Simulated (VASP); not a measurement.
Write the native input for VASP 6.6.1 that does the following.

| Item | Value |
| --- | --- |
| Task | single point |
| Functional | PBE |
| Potentials or basis | VASP PAW PBE potentials, release 64 (Pd) |
| Cutoff | 500 eV |
| k mesh | 6 × 6 × 6 |
| Occupations | fermi-dirac, width 0.1 eV |
| Spin | no spin polarisation |
| Dipole correction | no |
| Further INCAR settings | ALGO = Normal; EDIFF = 1e-06; NBANDS = 22 |

The structure of Pd lies in POSCAR:

```
Pd
1.0
    4.2989450000      0.0000000000      0.0000000000
    0.0000000000      4.2989450000      0.0000000000
    0.0000000000      0.0000000000      4.2989450000
Pd
3
Direct
    0.0000000000      0.5000000000      0.5000000000
    0.5000000000      0.5000000000      0.0000000000
    0.5000000000      0.0000000000      0.5000000000
```

This isn't the form of Pd at room conditions, which is fcc.

The input as run:

INCAR

```
SYSTEM = Pd
PREC = Accurate
ENCUT = 500
EDIFF = 1E-6
ISMEAR = -1
SIGMA = 0.1
LREAL = .False.
LASPH = .True.
NELM = 120
ALGO = Normal
ISIF = 2
LWAVE = .False.
LCHARG = .True.
GGA = PE
LELF = .True.
LVHAR = .True.
NBANDS = 22
GGA_COMPAT = .False.
```

KPOINTS

```
regular mesh
0
Gamma
  6 6 6
  0 0 0
```

Potentials or basis: VASP PAW PBE potentials, release 64 (Pd).

Run with:

```bash
$ cat potpaw_PBE.64/Pd/POTCAR > POTCAR
$ mpirun -np 1 vasp_std > vasp.out
```

It gave:

```
Pressure               : -16.1 GPa
Band gap on the k mesh : zero (bands 15 and 16 overlap by 0.54 eV)
```

Caveat: the cell stands under tension.

Wall time 16 s on 1 thread of Intel(R) Xeon(R) Platinum 8488C (Sapphire Rapids) (shared host), peak memory 0.18 GiB.
